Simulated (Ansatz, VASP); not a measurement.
## Two plane-wave programs on SiBr6

```
Si Br
1.0
     7.70263    0.00000    0.00000
     0.00000    7.70263    0.00000
     0.00000    0.00000    7.70263
Si Br
1 6
Direct
  0.00000 0.00000 0.00000
  0.50000 0.50000 0.15416
  0.50000 0.50000 0.84584
  0.15416 0.50000 0.50000
  0.84584 0.50000 0.50000
  0.50000 0.15416 0.50000
  0.50000 0.84584 0.50000
```

Change from the starting cell: species swapped into the CaB6 type (Pm-3m, No. 221).

Alike in both runs: functional PBE; k mesh 6 × 6 × 6; occupations gaussian, width 0.1 eV; no spin polarisation.

Ansatz relaxed the structure, and its values are those at the end. VASP's run is a single point on that final structure, the one shown.

```csv
,VASP,Ansatz
version,VASP 6.6.1,Ansatz 0.2.0
potentials or method,"VASP PAW PBE potentials, release 64 (Si, Br), cutoff 520 eV","scalar-relativistic, plane waves, PAW"
valence electrons in the cell,46,46
```

```csv
,VASP,Ansatz,Ansatz less VASP
gap on the k mesh at the Fermi level (eV),none,none,-
pressure (GPa),0.0,0.0,0.00
```

A gap of «none» marks a metal or a gap that the smearing closes. With one functional, cell and mesh, what is left measures potentials, basis and numerics.
